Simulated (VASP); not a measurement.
# FeO (Fm-3m) in VASP: a series of runs, part 2 of 2

VASP 6.6.1. The steps go on from the part before.

## (3) Phonons, PBE+U, collinear spin, antiferromagnetic start

Contents of INCAR:

```
PREC     = Accurate       # precision mode
ENCUT    = 600            # plane-wave cutoff, eV
EDIFF    = 1E-8           # SCF threshold, eV
ISMEAR   = -1             # smearing method
SIGMA    = 0.1            # smearing width, eV
LREAL    = F              # projectors in reciprocal space
LASPH    = T              # aspherical terms in the spheres
NELM     = 200            # most SCF steps
ALGO     = Normal         # electronic algorithm
ISIF     = 2              # what is computed and relaxed
LWAVE    = F              # write WAVECAR
LCHARG   = F              # write CHGCAR
ISPIN    = 2              # spin polarisation
MAGMOM   = 4 -4 0 0       # initial moments
LORBIT   = 11             # projections on sites
LMAXMIX  = 4              # l up to which the mixer works
LDAU     = T              # DFT+U
LDAUTYPE = 2            
LDAUL    = 2 -1           # shell
LDAUU    = 4 0            # U, eV
LDAUJ    = 0 0          
LDAUPRINT= 1            
GGA      = PE             # functional
IBRION   = 6              # ionic algorithm
NFREE    = 2            
POTIM    = 0.015          # step
NSW      = 1              # ionic steps
GGA_COMPAT= F
```

Contents of KPOINTS:

```
Automatic mesh
0
Gamma
  5 5 3
```

Contents of POSCAR:

```
FeO
1.0
    2.3657726605      1.8485903360     -0.6002361940
   -1.7525903771      2.4377726296      0.6001179686
    1.1882732759     -0.1698727508      4.1602944452
Fe O
2 2
Direct
    0.0000000000      0.0000000000      0.0000000000
    0.5000000000      0.5000000000      0.5000000000
    0.5000000000      0.5000000000      0.0000000000
    0.0000000000      0.0000000000      0.5000000000
```

Potentials or basis: VASP PAW PBE potentials, release 64 (Fe, O).

Launch:

```bash
cat potpaw_PBE.64/Fe/POTCAR potpaw_PBE.64/O/POTCAR > POTCAR
mpirun -np 1 vasp_std > vasp.out
```

OUTCAR:

```text
PREC = Accurate
   ENCUT = 600
   EDIFF = 1E-8
   ISMEAR = -1
   LREAL = F
   LASPH = T
   NELM = 200
   ISIF = 2
   ISPIN = 2
   LORBIT = 11
   GGA = PE
   IBRION = 6
   NFREE = 2
   POTIM = 0.015
   NSW = 1

 ion  position               nearest neighbor table
   1  0.000  0.000  0.000-   3 2.16   3 2.16   3 2.17   3 2.17   4 2.17   4 2.17   2 3.06   2 3.06
                             2 3.06   2 3.06   2 3.06   2 3.06   2 3.06   2 3.06
   2  0.500  0.500  0.500-   4 2.16   4 2.16   4 2.17   4 2.17   3 2.17   3 2.17   1 3.06   1 3.06
                             1 3.06   1 3.06   1 3.06   1 3.06   1 3.06   1 3.06
   3  0.500  0.500  0.000-   1 2.16   1 2.16   1 2.17   1 2.17   2 2.17   2 2.17
   4  0.000  0.000  0.500-   2 2.16   2 2.16   2 2.17   2 2.17   1 2.17   1 2.17

  LATTYP: Found a simple tetragonal cell.
 ALAT       =     3.0617723626
 C/A-ratio  =     1.4142135624

  Lattice vectors:

 A1 = (   2.3657726605,   1.8485903360,  -0.6002361940)
 A2 = (  -1.7525903771,   2.4377726296,   0.6001179686)
 A3 = (   1.1882732759,  -0.1698727508,   4.1602944452)

[... 1515 lines left out ...]
          X           Y           Z          XY          YZ          ZX
  --------------------------------------------------------------------------------
  x     0.00000     0.00000     0.00000     0.00000     0.00000     0.00000
  y     0.00000     0.00000     0.00000     0.00000     0.00000     0.00000
  z     0.00000     0.00000     0.00000     0.00000     0.00000     0.00000

 Eigenvectors and eigenvalues of the dynamical matrix
 ----------------------------------------------------

   1 f  =   12.869449 THz    80.861134 2PiTHz  429.278615 cm-1    53.223741 meV
             X         Y         Z           dx          dy          dz
      0.000000  0.000000  0.000000    -0.026643    0.003809   -0.093282
      0.900728  2.058245  2.080088     0.026643   -0.003809    0.093282
      0.306591  2.143181 -0.000059    -0.192212    0.027478   -0.672959
      0.594137 -0.084936  2.080147     0.192212   -0.027478    0.672959
[... 71 lines left out ...]
  12 f/i=    0.011107 THz     0.069785 2PiTHz    0.370478 cm-1     0.045933 meV
             X         Y         Z           dx          dy          dz
      0.000000  0.000000  0.000000    -0.104526   -0.614955    0.004745
      0.900728  2.058245  2.080088    -0.104526   -0.614955    0.004745
      0.306591  2.143181 -0.000059    -0.055797   -0.328272    0.002533
      0.594137 -0.084936  2.080147    -0.055797   -0.328272    0.002533

 ELASTIC MODULI CONTR FROM IONIC RELAXATION (kBar)
 Direction    XX          YY          ZZ          XY          YZ          ZX
 --------------------------------------------------------------------------------
 XX           0.0000      0.0000      0.0000      0.0000      0.0000      0.0000
 YY           0.0000      0.0000      0.0000      0.0000      0.0000      0.0000
 ZZ           0.0000      0.0000      0.0000      0.0000      0.0000      0.0000
 XY           0.0000      0.0000      0.0000      0.0000      0.0000      0.0000
 YZ           0.0000      0.0000      0.0000      0.0000      0.0000      0.0000
 ZX           0.0000      0.0000      0.0000      0.0000      0.0000      0.0000
 --------------------------------------------------------------------------------

 total charge

# of ion       s       p       d       tot
------------------------------------------
    1        0.290   0.359   6.117   6.766
    2        0.290   0.359   6.117   6.766
    3        1.549   3.469   0.000   5.018
    4        1.549   3.469   0.000   5.018
--------------------------------------------------
tot          3.677   7.656  12.234  23.568

 magnetization (x)

# of ion       s       p       d       tot
------------------------------------------
    1        0.028   0.031   3.690   3.748
    2       -0.028  -0.031  -3.690  -3.748
    3        0.006   0.021   0.000   0.028
    4       -0.006  -0.021   0.000  -0.028
--------------------------------------------------
tot          0.000   0.000   0.000   0.000
```

It took 6.9 min on 1 thread of Oxide Virtual Turin-like, shared host; peak memory 0.2 GiB.

What came out:

```
Net moment                                              : 0.00 μB per cell
Site moments                                            : Fe +3.75, -3.75; O +0.03, -0.03 μB
Valence electrons inside the program's atomic spheres   : Fe 6.77; O 5.02
Highest phonon frequency at Γ, LO-TO splitting left out : 429 cm⁻¹
```

Phonon frequencies in cm⁻¹ (negative: imaginary):
```tsv
q point	frequencies
(0.000, 0.000, 0.000)	0 0 0 157 157 172 180 331 331 403 403 429
```

Eigenvalues of the final occupation matrices:
| site | spin | trace | eigenvalues |
| --- | --- | --- | --- |
| site 1 d | 1 | 4.92 | 0.96 0.96 0.97 1.01 1.01 |
| site 1 d | 2 | 1.22 | 0.03 0.03 0.09 0.11 0.96 |
| site 2 d | 1 | 1.22 | 0.03 0.03 0.09 0.11 0.96 |
| site 2 d | 2 | 4.92 | 0.96 0.96 0.97 1.01 1.01 |

Caveat: the k points lie up to 0.48 Å⁻¹ apart; the cell stands under pressure or tension, which shifts response properties. The state reached can hang on the start; a lower one may exist.
